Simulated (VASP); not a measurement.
# Os (Fm-3m) in VASP: notebook

The runs below take Os through single point, with r2SCAN.

Everything below comes from runs of VASP 6.6.1. Logs are shortened: lines on timing, memory, paths and dates and some standing lists are left out, and cuts for length are marked.

**1. The cell of the first run**

Symmetry: Fm-3m, No. 225, cubic system. The conventional cell has a = 3.728 Å, b = 3.728 Å, c = 3.728 Å, α = 90.00°, β = 90.00°, γ = 90.00°. Os (site symmetry m-3m) has 12 Os at 2.64 Å within 3.5 Å.

This isn't the form of Os at room conditions, which is hcp.

**2. Single point, r2SCAN (12.96 Å³/atom)**

POSCAR

```
Os
1.0
    0.0000000000      1.8641552646      1.8641552646
    1.8641552646      0.0000000000      1.8641552646
    1.8641552646      1.8641552646      0.0000000000
Os
1
Direct
    0.0000000000      0.0000000000      0.0000000000
```

INCAR.step1

```
PREC = Accurate
ENCUT = 520
ISMEAR = -1
SIGMA = 0.1
LREAL = False
LASPH = True
NELM = 80
NBANDS = 10
GGA = PE
ALGO = Normal
EDIFF = 1E-4
LWAVE = True
LCHARG = False
```

INCAR.step2

```
PREC = Accurate
ENCUT = 520
EDIFF = 1E-6
ISMEAR = -1
SIGMA = 0.1
LREAL = False
LASPH = True
NELM = 80
ALGO = Normal
ISIF = 2
LWAVE = False
LCHARG = True
METAGGA = R2SCAN
LMIXTAU = True
LELF = True
LVHAR = True
NBANDS = 10
ISTART = 1
```

KPOINTS

```
regular mesh
0
Gamma
  16 16 16
```

Potentials or basis: VASP PAW PBE potentials, release 64 (Os).

Command:

```sh
cat potpaw_PBE.64/Os/POTCAR > POTCAR
cp INCAR.step1 INCAR
mpirun -np 1 vasp_std > vasp.out
cp INCAR.step2 INCAR
mpirun -np 1 vasp_std > vasp.out
```

OUTCAR:

```text
PREC = Accurate
   ENCUT = 520
   EDIFF = 1E-6
   ISMEAR = -1
   LREAL = False
   LASPH = True
   NELM = 80
   ISIF = 2
   METAGGA = R2SCAN
   ISTART = 1

 ion  position               nearest neighbor table
   1  0.000  0.000  0.000-

  LATTYP: Found a face centered cubic cell.
 ALAT       =     3.7283105292

  Lattice vectors:

 A1 = (   0.0000000000,   1.8641552646,   1.8641552646)
 A2 = (   1.8641552646,   0.0000000000,   1.8641552646)
 A3 = (   1.8641552646,   1.8641552646,   0.0000000000)

Analysis of symmetry for initial positions (statically):
=====================================================================
 Subroutine PRICEL returns:
 Original cell was already a primitive cell.

 Routine SETGRP: Setting up the symmetry group for a
 face centered cubic supercell.

 Subroutine GETGRP returns: Found 48 space group operations
 (whereof 48 operations were pure point group operations)
 out of a pool of 48 trial point group operations.

The static configuration has the point symmetry O_h .

Analysis of symmetry for dynamics (positions and initial velocities):
=====================================================================
 Subroutine PRICEL returns:
 Original cell was already a primitive cell.

 Routine SETGRP: Setting up the symmetry group for a
 face centered cubic supercell.

 Subroutine GETGRP returns: Found 48 space group operations
 (whereof 48 operations were pure point group operations)
 out of a pool of 48 trial point group operations.

The dynamic configuration has the point symmetry O_h .

 Subroutine INISYM returns: Found 48 space group operations
 (whereof 48 operations are pure point group operations),
 and found     1 'primitive' translations

----------------------------------------------------------------------------------------

                                     Primitive cell

  volume of cell :      12.9562

  direct lattice vectors                    reciprocal lattice vectors
     0.000000000  1.864155265  1.864155265    -0.268218002  0.268218002  0.268218002
     1.864155265  0.000000000  1.864155265     0.268218002 -0.268218002  0.268218002
     1.864155265  1.864155265  0.000000000     0.268218002  0.268218002 -0.268218002

  length of vectors
[... 80 lines left out ...]
   EDIFF  = 0.1E-05   stopping-criterion for ELM
   LREAL  =      F    real-space projection
   EDIFFG = 0.1E-04   stopping-criterion for IOM
   NSW    =      0    number of steps for IOM
   IBRION =     -1    ionic relax: 0-MD 1-quasi-New 2-CG
   NFREE  =      0    steps in history (QN), initial steepest desc. (CG)
   ISIF   =      2    stress and relaxation
   ISYM   =      2    0-nonsym 1-usesym 2-fastsym
   POTIM  = 0.5000    time-step for ionic-motion
   TEBEG  =    0.0;   TEEND  =   0.0 temperature during run
   PSTRESS=    0.0 pullay stress
   NELECT =       8.0000    total number of electrons
   NUPDOWN=      -1.0000    fix difference up-down
   EMIN   =  10.00;   EMAX   =-10.00  energy-range for DOS
   EFERMI =   0.00;   METHOD = LEGACY
   ISMEAR =    -1;   SIGMA  =   0.10  broadening in eV -4-tet -1-fermi 0-gaus
   EFERMI_NEDOS =   21; number of points for ismear=-14 and -15
   IALGO  =     38    algorithm
   IMIX   =      4    mixing-type and parameters
     AMIX     =   0.40;   BMIX     =  1.00
     AMIX_MAG =   1.60;   BMIX_MAG =  1.00
  volume/ion in A,a.u.               =      12.96        87.43
  Fermi-wavevector in a.u.,A,eV,Ry     =   1.394053  2.634379 26.441357  1.943385
  Thomas-Fermi vector in A             =   2.517640
   LORBIT       =      0    0 simple, 1 ext, 2 COOP (PROOUT), +10 PAW based schemes
   METAGGA = R2SCAN    functional components
   LHFCALC =     F    Hartree Fock is set to
   AEXX    =    0.0000 exact exchange contribution
   IVDW    =     0    specifies the selected vdW correction
   LEPSILON=     F    determine dielectric tensor
   LRPA    =     F    only Hartree local field effects (RPA)
 non-spin polarized calculation
  energy-cutoff  :      520.00
  volume of cell :       12.96
 maximum number of plane-waves:       362
   NGX =  9   NGY =  9   NGZ =  9

 number of electron       8.0000001 magnetization

 Free energy of the ion-electron system (eV)
  ---------------------------------------------------
  ext. energy  EPLUGINS =         0.00000000
  ---------------------------------------------------
  free energy    TOTEN  =       -52.71597493 eV

  energy without entropy =      -52.69419789  energy(sigma->0) =      -52.70508641

 E-fermi :  10.3982     XC(G=0): -15.8976

 val. band max:       10.3772184880   @ k =   0.4375   0.3125   0.1250
 cond. band min:      10.4030358777   @ k =   0.0000   0.0000   0.0000
 fundamental gap:      0.0258173897
 Fermi energy:        10.3981907706

 k-point     1 :       0.0000    0.0000    0.0000
  band No.  band energies     occupation
      1      -1.6846      2.00000
      2       6.8508      2.00000
      3       6.8508      2.00000
      4       6.8508      2.00000
      5      10.4030      0.97578
      6      10.4030      0.97578
      7      25.1900      0.00000
      8      31.8547      0.00000
      9      31.8548      0.00000
     10      31.8548      0.00000
[... 287 lines left out ...]
 k-point    24 :      -0.0625    0.0625    0.0000
  band No.  band energies     occupation
      1      -1.1353      2.00000
      2       6.4802      2.00000
      3       7.0819      2.00000
      4       7.1507      2.00000
      5      10.0249      1.95327
      6      10.4230      0.87669
      7      26.2225      0.00000
      8      29.9858      0.00000
      9      32.2140      0.00000
     10      33.1519      0.00000

 [... further k-points ...]

------------------------ aborting loop because EDIFF is reached ----------------------------------------

  FORCE on cell =-STRESS in cart. coord.  units (eV):
  Direction    XX          YY          ZZ          XY          YZ          ZX
  --------------------------------------------------------------------------------------
  -------------------------------------------------------------------------------------
  Total        3.6124147      3.6124147      3.6124147      0.0000000      0.0000000      0.0000000
  in kB      446.7164520    446.7164520    446.7164520      0.0000000      0.0000000      0.0000000
  external PRESSURE =     446.7164520 kB  Pullay stress =       0.0000000 kB

 VOLUME and BASIS-vectors are now :
 -----------------------------------------------------------------------------
  energy-cutoff  :      520.00
  volume of cell :       12.96
      direct lattice vectors                 reciprocal lattice vectors
     0.000000000  1.864155265  1.864155265    -0.268218002  0.268218002  0.268218002
     1.864155265  0.000000000  1.864155265     0.268218002 -0.268218002  0.268218002
     1.864155265  1.864155265  0.000000000     0.268218002  0.268218002 -0.268218002

 POSITION                                       TOTAL-FORCE (eV/Angst)
 -----------------------------------------------------------------------------------
      0.00000      0.00000      0.00000         0.000000      0.000000     -0.000000
 -----------------------------------------------------------------------------------
    total drift:                                0.000000     -0.000000     -0.000000

  FREE ENERGIE OF THE ION-ELECTRON SYSTEM (eV)
  ---------------------------------------------------
  free  energy   TOTEN  =       -52.7159749300 eV

  energy  without entropy=      -52.6941978935  energy(sigma->0) =      -52.70508641
```

Run time: 30 s. Hardware: 1 thread of Intel Xeon 6975P-C (Granite Rapids), shared host; peak memory 0.14 GiB.

What came out:

* Free energy: -52.7160 eV
* Pressure: 44.7 GPa
* Band gap on the k mesh: zero (bands 4 and 5 overlap by 4.83 eV)

Caveat: the cell stands under pressure; the PAW data sets were made with another functional, which shifts forces and pressure a little; spin-orbit coupling is left out, which moves the levels of the heavy elements.

**3. Single point, r2SCAN (13.52 Å³/atom)**

This run uses another cell than the first one, of 13.52 Å³/atom.

POSCAR

```
Os
1.0
    0.0000000000      1.8907896525      1.8907896525
    1.8907896525      0.0000000000      1.8907896525
    1.8907896525      1.8907896525      0.0000000000
Os
1
Direct
    0.0000000000      0.0000000000      0.0000000000
```

INCAR.step1

```
SYSTEM = Os
ALGO = Normal ; EDIFF = 1E-4
ENCUT = 520 ; GGA = PE
ISMEAR = -1 ; LASPH = .True.
LCHARG = .False. ; LREAL = .False.
LWAVE = .True. ; NBANDS = 10
NELM = 80 ; PREC = Accurate
SIGMA = 0.1
```

INCAR.step2

```
SYSTEM = Os
ALGO = Normal ; EDIFF = 1E-6
ENCUT = 520 ; ISIF = 2
ISMEAR = -1 ; ISTART = 1
LASPH = .True. ; LCHARG = .False.
LMIXTAU = .True. ; LREAL = .False.
LWAVE = .False. ; METAGGA = R2SCAN
NBANDS = 10 ; NELM = 80
PREC = Accurate ; SIGMA = 0.1
```

KPOINTS

```
k-points
0
Gamma
  16 16 16
  0 0 0
```

Potentials or basis: VASP PAW PBE potentials, release 64 (Os).

Command:

```sh
cat potpaw_PBE.64/Os/POTCAR > POTCAR
cp INCAR.step1 INCAR
mpirun -np 1 vasp_std > vasp.out
cp INCAR.step2 INCAR
mpirun -np 1 vasp_std > vasp.out
```

It took 30 s on 1 thread of Intel Xeon 6975P-C (Granite Rapids), shared host; peak memory 0.14 GiB.

The run converged. Its results:

```yaml
Free_energy: -52.8286 eV
Pressure: 20.2 GPa
Band_gap_on_the_k_mesh: zero (bands 4 and 5 overlap by 4.50 eV)
```

Levels at points of the mesh, in eV from the Fermi level:
```
           k point  band 2  band 3  band 4  band 5  band 6  band 7
(0.00, 0.00, 0.00)   -3.32   -3.32   -3.32    0.00    0.00   14.85
(0.50, 0.00, 0.00)   -3.52   -3.52   -0.30    2.66    2.66    9.94
(0.50, 0.50, 0.00)   -7.61    2.48    2.60    3.43    3.43   13.11
```

Caveat: the cell stands under pressure; the PAW data sets were made with another functional, which shifts forces and pressure a little; spin-orbit coupling is left out, which moves the levels of the heavy elements.

**4. Single point, r2SCAN (14.08 Å³/atom)**

This run uses another cell than the first one, of 14.08 Å³/atom.

POSCAR

```
Os
1.0
    0.0000000000      1.9166940996      1.9166940996
    1.9166940996      0.0000000000      1.9166940996
    1.9166940996      1.9166940996      0.0000000000
Os
1
Direct
    0.0000000000      0.0000000000      0.0000000000
```

INCAR.step1

```
  PREC = Accurate
  ENCUT = 520
  ISMEAR = -1
  SIGMA = 0.1
  LREAL = False
  LASPH = True
  NELM = 100
  NBANDS = 10
  GGA = PE
  ALGO = Normal
  EDIFF = 1E-4
  LWAVE = True
  LCHARG = False
```

INCAR.step2

```
  PREC = Accurate
  ENCUT = 520
  EDIFF = 1E-6
  ISMEAR = -1
  SIGMA = 0.1
  LREAL = False
  LASPH = True
  NELM = 100
  ALGO = Normal
  ISIF = 2
  LWAVE = False
  LCHARG = False
  METAGGA = R2SCAN
  LMIXTAU = True
  NBANDS = 10
  ISTART = 1
```

KPOINTS

```
regular mesh
0
Gamma
  16 16 16
```

Command:

```sh
cat potpaw_PBE.64/Os/POTCAR > POTCAR
cp INCAR.step1 INCAR
mpirun -np 1 vasp_std > vasp.out
cp INCAR.step2 INCAR
mpirun -np 1 vasp_std > vasp.out
```

It took 29 s on 1 thread of Intel Xeon 6975P-C (Granite Rapids), shared host; peak memory 0.14 GiB.

Results (log left out):

```yaml
Free_energy: -52.8645 eV
Pressure: 0.8 GPa
Band_gap_on_the_k_mesh: zero (bands 4 and 5 overlap by 4.20 eV)
```

Levels at points of the mesh, in eV from the Fermi level:
```csv
k point,band 1,band 2,band 3,band 4,band 5,band 6,band 7,band 8,band 9
"(0.00, 0.00, 0.00)",-11.29,-3.12,-3.12,-3.12,-0.01,-0.01,14.90,21.03,21.03
"(0.50, 0.00, 0.00)",-8.03,-3.31,-3.31,-0.28,2.49,2.49,9.37,14.47,21.32
"(0.50, 0.50, 0.00)",-7.90,-7.18,2.37,2.42,3.21,3.21,12.83,12.83,12.83
```

Caveat: the PAW data sets were made with another functional, which shifts forces and pressure a little; spin-orbit coupling is left out, which moves the levels of the heavy elements.

**5. Single point, r2SCAN (14.65 Å³/atom)**

This run uses another cell than the first one, of 14.65 Å³/atom.

POSCAR

```
Os
1.0
    0.0000000000      1.9419166513      1.9419166513
    1.9419166513      0.0000000000      1.9419166513
    1.9419166513      1.9419166513      0.0000000000
Os
1
Direct
    0.0000000000      0.0000000000      0.0000000000
```

INCAR.step1

```
PREC = Accurate
ENCUT = 520
ISMEAR = -1
SIGMA = 0.1
LREAL = False
LASPH = True
NELM = 100
NBANDS = 10
GGA = PE
ALGO = Normal
EDIFF = 1E-4
LWAVE = True
LCHARG = False
```

INCAR.step2

```
PREC = Accurate
ENCUT = 520
EDIFF = 1E-6
ISMEAR = -1
SIGMA = 0.1
LREAL = False
LASPH = True
NELM = 100
ALGO = Normal
ISIF = 2
LWAVE = False
LCHARG = False
METAGGA = R2SCAN
LMIXTAU = True
NBANDS = 10
ISTART = 1
```

KPOINTS

```
Automatic mesh
0
Gamma
  16 16 16
```

Command:

```sh
cat potpaw_PBE.64/Os/POTCAR > POTCAR
cp INCAR.step1 INCAR
mpirun -np 1 vasp_std > vasp.out
cp INCAR.step2 INCAR
mpirun -np 1 vasp_std > vasp.out
```

It took 31 s on 1 thread of Intel Xeon 6975P-C (Granite Rapids), shared host; peak memory 0.14 GiB.

It converged, with:

```
Free energy            : -52.8396 eV
Pressure               : -14.6 GPa
Band gap on the k mesh : zero (bands 4 and 5 overlap by 3.94 eV)
```

Levels at points of the mesh, in eV from the Fermi level:
```csv
k point,band 1,band 2,band 3,band 4,band 5,band 6,band 7,band 8,band 9
"(0.00, 0.00, 0.00)",-10.92,-2.94,-2.94,-2.94,-0.02,-0.02,14.93,20.81,20.81
"(0.50, 0.00, 0.00)",-7.65,-3.11,-3.11,-0.26,2.33,2.33,8.86,14.50,20.90
"(0.50, 0.50, 0.00)",-7.48,-6.78,2.26,2.28,3.00,3.00,12.16,12.56,12.56
```

Caveat: the cell stands under tension; the PAW data sets were made with another functional, which shifts forces and pressure a little; spin-orbit coupling is left out, which moves the levels of the heavy elements.

**6. Summary**

```tsv
cell	gap on the mesh (eV)	pressure (GPa)
a = 2.636 Å, angles 60.0°, 1 atom	none	44.7
a = 2.674 Å, angles 60.0°, 1 atom	none	20.2
a = 2.711 Å, angles 60.0°, 1 atom	none	0.8
a = 2.746 Å, angles 60.0°, 1 atom	none	-14.6
```

Alike in all rows: task single point; level r2SCAN; potentials or basis VASP PAW PBE potentials, release 64 (Os); no spin polarisation; k mesh 16 × 16 × 16; cutoff (eV) 520; smearing fermi-dirac 0.1 eV.

Caveats: the PAW data sets were made with another functional, which shifts forces and pressure a little; spin-orbit coupling is left out, which moves the levels of the heavy elements; the cell stands under pressure (at least some runs); the cell stands under tension (at least some runs).

Total energies depend on the potentials used, so only differences within one code and one set of settings carry meaning.
